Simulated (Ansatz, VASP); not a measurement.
YHg: VASP beside Ansatz

```
CELL_PARAMETERS angstrom
3.68000 0.00000 0.00000
0.00000 3.68000 0.00000
0.00000 0.00000 3.68000
ATOMIC_POSITIONS crystal
Y 0.50000 0.50000 0.50000
Hg 0.00000 0.00000 0.00000
```

Change from the starting cell: volume scaled by 1, crystal datasets.

Alike in both runs: task electric field gradients; functional LDA; k mesh 10 × 10 × 10; occupations fermi-dirac, width 0.05 eV; no spin polarisation.

|  | VASP | Ansatz |
| --- | --- | --- |
| version | VASP 6.6.1 | Ansatz 0.2.0 |
| potentials or method | VASP PAW LDA potentials, release 64 (Y_sv, Hg), cutoff 520 eV | all-electron PAW with datasets made for the crystal, scalar-relativistic |

Ansatz gave:

```
pressure (GPa) : -3.3
```

Q: What did VASP give for the same quantities?

A: Pressure (GPa): -3.1.

LDA's correlation is that of Perdew and Zunger in VASP and of Perdew and Wang (1992) in Ansatz. Ansatz ran all-electron here, and VASP with PAW potentials.

Neither program's run includes spin-orbit coupling.
